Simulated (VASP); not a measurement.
# Na4H in VASP: a series of runs

Runs on Na4H. Level: PBE. Tasks: single point.

Everything below comes from runs of VASP 6.6.1. Logs are shortened: lines on timing, memory, paths and dates and some standing lists are left out, and cuts for length are marked.

**1. The cell of the first run**

The cell holds a slab with vacuum, 10 atoms: a = 7.267 Å, b = 7.267 Å, c = 20.967 Å, α = 90.00°, β = 90.00°, γ = 109.47°.

**2. Single point, PBE**

File INCAR:

```
PREC = Accurate ; ENCUT = 520
EDIFF = 1E-6 ; ISMEAR = 0
SIGMA = 0.1 ; LREAL = False
LASPH = True ; NELM = 60
ALGO = Normal ; ISIF = 2
LWAVE = False ; LCHARG = True
LDIPOL = True ; IDIPOL = 3
DIPOL = 0.5 0.5 0.300 ; GGA = PE
LELF = True ; LVHAR = True
LVACPOTAV = True ; NBANDS = 40
```

File KPOINTS:

```
regular mesh
0
Gamma
  4 4 1
```

File POSCAR:

```
Na4H
1.0
    7.2665057608      0.0000000000      0.0000000000
   -2.4221685869      6.8509273320      0.0000000000
    0.0000000000      0.0000000000     20.9665385532
Na H
8 2
Direct
    0.2500000000      0.2500000000      0.1907801800
    0.2500000000      0.7500000000      0.1907801800
    0.7500000000      0.2500000000      0.1907801800
    0.7500000000      0.7500000000      0.1907801800
    0.0000000000      0.0000000000      0.3322693699
    0.0000000000      0.5000000000      0.3322693699
    0.5000000000      0.0000000000      0.3322693699
    0.5000000000      0.5000000000      0.3322693699
   -0.0632353452      0.7500000000      0.4562764869
    0.0632353452      0.7500000000      0.4562764869
```

Potentials or basis: VASP PAW PBE potentials, release 64 (Na_pv, H).

On the command line:

```console
> cat potpaw_PBE.64/Na_pv/POTCAR potpaw_PBE.64/H/POTCAR > POTCAR
> mpirun -np 1 vasp_std > vasp.out
```

OUTCAR:

```text
PREC = Accurate
   ENCUT = 520
   EDIFF = 1E-6
   ISMEAR = 0
   LREAL = False
   LASPH = True
   NELM = 60
   ISIF = 2
   GGA = PE

 ion  position               nearest neighbor table
   1  0.250  0.250  0.191-
   2  0.250  0.750  0.191-
   3  0.750  0.250  0.191-
   4  0.750  0.750  0.191-
   5  0.000  0.000  0.332-
   6  0.000  0.500  0.332-
   7  0.500  0.000  0.332-
   8  0.500  0.500  0.332-
   9  0.937  0.750  0.456-
  10  0.063  0.750  0.456-

  LATTYP: Found a base centered orthorhombic cell.
 ALAT       =     8.3906381142
 B/A-ratio  =     1.4142135624
 C/A-ratio  =     2.4988014342

  Lattice vectors:

 A1 = (   7.2665057608,   0.0000000000,   0.0000000000)
 A2 = (  -2.4221685869,   6.8509273320,   0.0000000000)
 A3 = (   0.0000000000,   0.0000000000,  20.9665385532)

Analysis of symmetry for initial positions (statically):
=====================================================================
 Subroutine PRICEL returns:
 Original cell was already a primitive cell.

 Routine SETGRP: Setting up the symmetry group for a
 base centered orthorhombic supercell.

 Subroutine GETGRP returns: Found  2 space group operations
 (whereof  1 operations were pure point group operations)
 out of a pool of  8 trial point group operations.

The static configuration has the point symmetry C_1 .
 The point group associated with its full space group is C_2 .

Analysis of symmetry for dynamics (positions and initial velocities):
=====================================================================
 Subroutine PRICEL returns:
 Original cell was already a primitive cell.

 Routine SETGRP: Setting up the symmetry group for a
 base centered orthorhombic supercell.

 Subroutine GETGRP returns: Found  2 space group operations
 (whereof  1 operations were pure point group operations)
 out of a pool of  8 trial point group operations.

The dynamic configuration has the point symmetry C_1 .
 The point group associated with its full space group is C_2 .

 Subroutine INISYM returns: Found  2 space group operations
 (whereof  1 operations are pure point group operations),
 and found     1 'primitive' translations

----------------------------------------------------------------------------------------

                                     Primitive cell

  volume of cell :    1043.7626

  direct lattice vectors                    reciprocal lattice vectors
     7.266505761  0.000000000  0.000000000     0.137617726  0.048655214  0.000000000
    -2.422168587  6.850927332  0.000000000     0.000000000  0.145965641  0.000000000
     0.000000000  0.000000000 20.966538553     0.000000000  0.000000000  0.047695045

  length of vectors
     7.266505761  7.266505761 20.966538553     0.145965641  0.145965641  0.047695045

  position of ions in fractional coordinates (direct lattice)
     0.250000000  0.250000000  0.190780180
     0.250000000  0.750000000  0.190780180
     0.750000000  0.250000000  0.190780180
     0.750000000  0.750000000  0.190780180
     0.000000000  0.000000000  0.332269370
     0.000000000  0.500000000  0.332269370
     0.500000000  0.000000000  0.332269370
     0.500000000  0.500000000  0.332269370
     0.936764655  0.750000000  0.456276487
     0.063235345  0.750000000  0.456276487

  ion indices of the primitive-cell ions
   primitive index   ion index
                 1           1
                 2           2
                 3           3
                 4           4
                 5           5
                 6           6
                 7           7
                 8           8
                 9           9
                10          10

----------------------------------------------------------------------------------------

 KPOINTS: regular mesh

Automatic generation of k-mesh.
 Grid dimensions read from file:
 generate k-points for:    4    4    1

 Generating k-lattice:

  Cartesian coordinates                     Fractional coordinates (reciprocal lattice)
     0.034404432  0.012163803  0.000000000     0.250000000  0.000000000  0.000000000
     0.000000000  0.036491410  0.000000000     0.000000000  0.250000000  0.000000000
     0.000000000  0.000000000  0.047695045     0.000000000  0.000000000  1.000000000

  Length of vectors
     0.036491410  0.036491410  0.047695045

  Shift w.r.t. Gamma in fractional coordinates (k-lattice)
     0.000000000  0.000000000  0.000000000

 Subroutine IBZKPT returns following result:
 ===========================================

 Found     10 irreducible k-points:

 Following reciprocal coordinates:
            Coordinates               Weight
  0.000000  0.000000  0.000000      1.000000
  0.250000  0.000000  0.000000      2.000000
  0.000000  0.250000  0.000000      2.000000
  0.500000  0.000000  0.000000      1.000000
  0.000000  0.500000  0.000000      1.000000
  0.250000  0.250000  0.000000      2.000000
  0.500000  0.250000  0.000000      2.000000
  0.250000  0.500000  0.000000      2.000000
 -0.250000  0.250000  0.000000      2.000000
  0.500000  0.500000  0.000000      1.000000
   k-points           NKPTS =     10   k-points in BZ     NKDIM =     10   number of bands    NBANDS=     40
   number of dos      NEDOS =    301   number of ions     NIONS =     10
   total plane-waves  NPLWV = 466560
   dimension x,y,z NGX =    54 NGY =   54 NGZ =  160
   dimension x,y,z NGXF=   108 NGYF=  108 NGZF=  320
   ions per type =               8   2
   NGX,Y,Z   is equivalent  to a cutoff of  12.35, 12.35, 12.69 a.u.
   NGXF,Y,Z  is equivalent  to a cutoff of  24.71, 24.71, 25.37 a.u.
 SYSTEM =  unknown system
   PREC   = accura    normal or accurate (medium, high low for compatibility)
   ISTART =      0    job   : 0-new  1-cont  2-samecut
   ICHARG =      2    charge: 1-file 2-atom 10-const
   ISPIN  =      1    spin polarized calculation?
   LNONCOLLINEAR =      F non collinear calculations
   LSORBIT =      F    spin-orbit coupling
   LASPH  =      T    aspherical Exc in radial PAW
   ENCUT  =  520.0 eV  38.22 Ry    6.18 a.u.  13.51 13.51 38.98*2*pi/ulx,y,z
   NELM   =     60;   NELMIN=  2; NELMDL= -5     # of ELM steps
   EDIFF  = 0.1E-05   stopping-criterion for ELM
   LREAL  =      F    real-space projection
   EDIFFG = 0.1E-04   stopping-criterion for IOM
   NSW    =      0    number of steps for IOM
   IBRION =     -1    ionic relax: 0-MD 1-quasi-New 2-CG
   NFREE  =      0    steps in history (QN), initial steepest desc. (CG)
   ISIF   =      2    stress and relaxation
   ISYM   =      2    0-nonsym 1-usesym 2-fastsym
   POTIM  = 0.5000    time-step for ionic-motion
   TEBEG  =    0.0;   TEEND  =   0.0 temperature during run
   PSTRESS=    0.0 pullay stress
   NELECT =      58.0000    total number of electrons
   NUPDOWN=      -1.0000    fix difference up-down
   EMIN   =  10.00;   EMAX   =-10.00  energy-range for DOS
   EFERMI =   0.00;   METHOD = LEGACY
   ISMEAR =     0;   SIGMA  =   0.10  broadening in eV -4-tet -1-fermi 0-gaus
   EFERMI_NEDOS =   21; number of points for ismear=-14 and -15
   IALGO  =     38    algorithm
   IMIX   =      4    mixing-type and parameters
     AMIX     =   0.40;   BMIX     =  1.00
     AMIX_MAG =   1.60;   BMIX_MAG =  1.00
  volume/ion in A,a.u.               =     104.38       704.37
  Fermi-wavevector in a.u.,A,eV,Ry     =   0.624717  1.180545  5.309970  0.390272
  Thomas-Fermi vector in A             =   1.685372
   LORBIT       =      0    0 simple, 1 ext, 2 COOP (PROOUT), +10 PAW based schemes
   GGA     = PE    functional components
   LHFCALC =     F    Hartree Fock is set to
   AEXX    =    0.0000 exact exchange contribution
   IVDW    =     0    specifies the selected vdW correction
   LEPSILON=     F    determine dielectric tensor
   LRPA    =     F    only Hartree local field effects (RPA)
 non-spin polarized calculation
 Gauss-broadening in eV      SIGMA  =   0.10
  energy-cutoff  :      520.00
  volume of cell :     1043.76
 maximum number of plane-waves:     28122
   NGX = 27   NGY = 27   NGZ = 77

 dipolmoment           0.000000      0.000000      0.000174 electrons x Angstroem

 number of electron      57.9999951 magnetization

 dipolmoment           0.000000      0.000000     -0.040619 electrons x Angstroem

 Free energy of the ion-electron system (eV)
  ---------------------------------------------------
  ext. energy  EPLUGINS =         0.00000000
  ---------------------------------------------------
  free energy    TOTEN  =       -15.58663253 eV

  energy without entropy =      -15.55653152  energy(sigma->0) =      -15.57158203

 E-fermi :  -1.7984     XC(G=0):  -2.6629

 val. band max:       -1.8157862789   @ k =   0.5000   0.5000   0.0000
 cond. band min:      -1.7845099893   @ k =   0.0000   0.2500   0.0000
 fundamental gap:      0.0312762895
 Fermi energy:        -1.7983993125

 k-point     1 :       0.0000    0.0000    0.0000
  band No.  band energies     occupation
      1     -27.0760      2.00000
      2     -27.0696      2.00000
      3     -27.0680      2.00000
      4     -27.0574      2.00000
      5     -27.0535      2.00000
      6     -27.0462      2.00000
[... 32 lines left out ...]
     39       0.5720      0.00000
     40       0.7728      0.00000

 k-point     2 :       0.2500    0.0000    0.0000
  band No.  band energies     occupation
      1     -27.0759      2.00000
      2     -27.0696      2.00000
      3     -27.0678      2.00000
      4     -27.0565      2.00000
      5     -27.0530      2.00000
      6     -27.0462      2.00000
[... 333 lines left out ...]
     39       1.0372      0.00000
     40       1.0937      0.00000

 k-point    10 :       0.5000    0.5000    0.0000
  band No.  band energies     occupation
      1     -27.0716      2.00000
      2     -27.0715      2.00000
      3     -27.0590      2.00000
      4     -27.0587      2.00000
      5     -27.0533      2.00000
      6     -27.0533      2.00000
[... 32 lines left out ...]
     39       1.2798      0.00000
     40       1.3044      0.00000

------------------------ aborting loop because EDIFF is reached ----------------------------------------

  FORCE on cell =-STRESS in cart. coord.  units (eV):
  Direction    XX          YY          ZZ          XY          YZ          ZX
  --------------------------------------------------------------------------------------
  -------------------------------------------------------------------------------------
  Total       -3.8175990     -1.1400263      0.2355432     -0.2892323      0.0000000      0.0000000
  in kB       -5.8600210     -1.7499423      0.3615593     -0.4439720      0.0000000      0.0000000
  external PRESSURE =      -2.4161347 kB  Pullay stress =       0.0000000 kB

 VOLUME and BASIS-vectors are now :
 -----------------------------------------------------------------------------
  energy-cutoff  :      520.00
  volume of cell :     1043.76
      direct lattice vectors                 reciprocal lattice vectors
     7.266505761  0.000000000  0.000000000     0.137617726  0.048655214  0.000000000
    -2.422168587  6.850927332  0.000000000     0.000000000  0.145965641  0.000000000
     0.000000000  0.000000000 20.966538553     0.000000000  0.000000000  0.047695045

 POSITION                                       TOTAL-FORCE (eV/Angst)
 -----------------------------------------------------------------------------------
      1.21108      1.71273      4.00000         0.004152      0.005164     -0.005669
      0.00000      5.13820      4.00000         0.010685     -0.000044      0.001313
      4.84434      1.71273      4.00000        -0.004152     -0.005164     -0.005669
      3.63325      5.13820      4.00000        -0.010685      0.000044      0.001313
      0.00000      0.00000      6.96654        -0.017336      0.038331     -0.036448
     -1.21108      3.42546      6.96654         0.017336     -0.038331     -0.036448
      3.63325      0.00000      6.96654         0.030020      0.005190     -0.008130
      2.42217      3.42546      6.96654        -0.030020     -0.005190     -0.008130
      4.99038      5.13820      9.56654         3.327285     -0.015295      0.048935
     -1.35713      5.13820      9.56654        -3.327285      0.015295      0.048935
 -----------------------------------------------------------------------------------
    total drift:                               -0.000000     -0.000000     -0.007208

  FREE ENERGIE OF THE ION-ELECTRON SYSTEM (eV)
  ---------------------------------------------------
  free  energy   TOTEN  =       -15.5866325273 eV

  energy  without entropy=      -15.5565315228  energy(sigma->0) =      -15.57158203

 vacuum level on the upper side and lower side of the slab         0.975         1.123
```

It took 7 min on 1 thread of Intel Xeon 6975P-C (Granite Rapids), shared host; peak memory 1 GiB.

What came out:

```yaml
Free_energy: -15.5866 eV
Largest_force: 3.328 eV/Å
Band_gap_on_the_k_mesh: zero (bands 29 and 30 overlap by 0.75 eV)
```

Forces on the atoms (eV/Å):
```
Na   0.004  0.005 -0.006
Na   0.011  0.000  0.001
Na  -0.004 -0.005 -0.006
Na  -0.011  0.000  0.001
Na  -0.017  0.038 -0.036
Na   0.017 -0.038 -0.036
Na   0.030  0.005 -0.008
Na  -0.030 -0.005 -0.008
H    3.327 -0.015  0.049
H   -3.327  0.015  0.049
```

[end of part 1 of 3]
